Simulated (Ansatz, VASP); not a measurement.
# KF: VASP beside Ansatz

File INCAR:

```
SYSTEM = KF
  ALGO = Normal
  EDIFF = 1E-6
  ENCUT = 520
  GGA = PE
  ISIF = 2
  ISMEAR = 0
  LASPH = .TRUE.
  LCHARG = .TRUE.
  LELF = .TRUE.
  LREAL = .FALSE.
  LVHAR = .TRUE.
  LWAVE = .FALSE.
  NBANDS = 15
  NELM = 60
  PREC = Accurate
  SIGMA = 0.05
```

Contents of KPOINTS:

```
k-points
0
G
  8 8 8
  0 0 0
```

The input POSCAR:

```
KF
1.0
    0.0000000000      2.7105354767      2.6088903963
    2.7579698475      0.0000000000      2.6088903963
    2.7579698475      2.7105354767      0.0000000000
K F
1 1
Direct
    0.0000000000      0.0000000000      0.0000000000
    0.5000000000      0.5000000000      0.5000000000
```

Input for Ansatz:

```yaml
crystal:
  lattice:
    - [0.0, 2.7105354767, 2.6088903963]
    - [2.7579698475, 0.0, 2.6088903963]
    - [2.7579698475, 2.7105354767, 0.0]
  atoms:
    - { symbol: K, position: [0.0, 0.0, 0.0] }
    - { symbol: F, position: [0.5, 0.5, 0.5] }
basis:
  ecutwfc: 520.0
kpoints:
  mp_grid: { grid: [8, 8, 8] }
hamiltonian:
  xc: pbe
scf:
  occupations: { method: gaussian, width: 0.05 }
output:
  forces: true
  stress: true
  eigenvalues: true
  write_density: true
  write_potential: true
  elf: true
  volumetric_format: npy
```

Change from the starting cell: normal strain along x +0.0175, normal strain along z -0.0375.

Alike in both runs: task single point; functional PBE; k mesh 8 × 8 × 8; occupations gaussian, width 0.05 eV; no spin polarisation.

|  | VASP | Ansatz |
| --- | --- | --- |
| version | VASP 6.6.1 | Ansatz 0.2.0 |
| potentials or method | VASP PAW PBE potentials, release 64 (K_sv, F), cutoff 520 eV | scalar-relativistic, plane waves, PAW |
| valence electrons in the cell | 16 | 16 |

```tsv
	VASP	Ansatz	Ansatz less VASP
gap on the k mesh at the Fermi level (eV)	5.99	6.01	+0.016
least direct gap on the mesh (eV)	5.99	6.01	+0.016
pressure (GPa)	0.9	0.8	-0.03
traceless stress, the component that is largest in VASP (GPa)	1.80	1.73	-0.070
```

The functional is the same, so the differences come from potentials, cutoffs and numerics.
